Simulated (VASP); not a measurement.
A run of VASP 6.6.1 is set up as follows.

INCAR

```
SYSTEM = Nb20H
PREC = Accurate
ENCUT = 520
EDIFF = 1E-6
ISMEAR = 0
SIGMA = 0.1
LREAL = Auto
LASPH = .TRUE.
NELM = 80
ALGO = Normal
ISIF = 2
LWAVE = .FALSE.
LCHARG = .FALSE.
GGA = PS
NBANDS = 146
```

The input KPOINTS:

```
Automatic mesh
0
G
  3 3 3
  0 0 0
```

File POSCAR:

```
Nb20H
1.0
   -4.9082182090     -4.9082182090      1.6360727363
   -4.9082182090      1.6360727363     -4.9082182090
    1.6360727363     -4.9082182090     -4.9082182090
Nb H
20 1
Direct
    0.7998335410      0.7965829214      0.7912969401
    0.4012232680      0.9000901472      0.8990542824
    0.9006551587      0.4000311755      0.8994101040
    0.9010229296      0.8999176915      0.3987423881
    0.5977130957      0.5971695685      0.5996804593
    0.1991553265      0.6993569568      0.6990663218
    0.7001664563      0.1999784256      0.6993426848
    0.3001784328      0.3010724946      0.8010736448
    0.6979486453      0.6922641487      0.2056673536
    0.2995897365      0.8002668958      0.3006121544
    0.8003170769      0.2986003856      0.3017150088
    0.3988397860      0.3999943801      0.4012611331
   -0.0009641075      0.4989355802      0.4998754834
    0.4993468089     -0.0002121238      0.5005828481
    0.1009255251      0.1006623950      0.6009142981
    0.4983147337      0.5015221095     -0.0001941234
    0.1007035301      0.6000055977      0.0998777722
    0.5943620527      0.1076434721      0.1021851268
    0.2003529200      0.2028592266      0.2023853785
    0.0086726584      0.0033168452      0.0001223051
    0.7756361755      0.8999407039      0.0242598933
```

Potentials or basis: VASP PAW PBE potentials, release 64 (Nb_sv, H).

Launch:

```console
$ cat potpaw_PBE.64/Nb_sv/POTCAR potpaw_PBE.64/H/POTCAR > POTCAR
$ mpirun -np 1 vasp_std > vasp.out
```

Problem. What does it give for the band gap on the k mesh?

Solution. Zero (an odd number of electrons rules out a gap without spin polarisation).

Problem. Predict the largest force.

Solution. 0.026 eV/Å.

Stress tensor (GPa, compression positive):
```
 1.10 -0.14 -0.18
-0.14  1.12 -0.14
-0.18 -0.14  1.11
```

Caveat: the PAW data sets were made with another functional, which shifts forces and pressure a little.
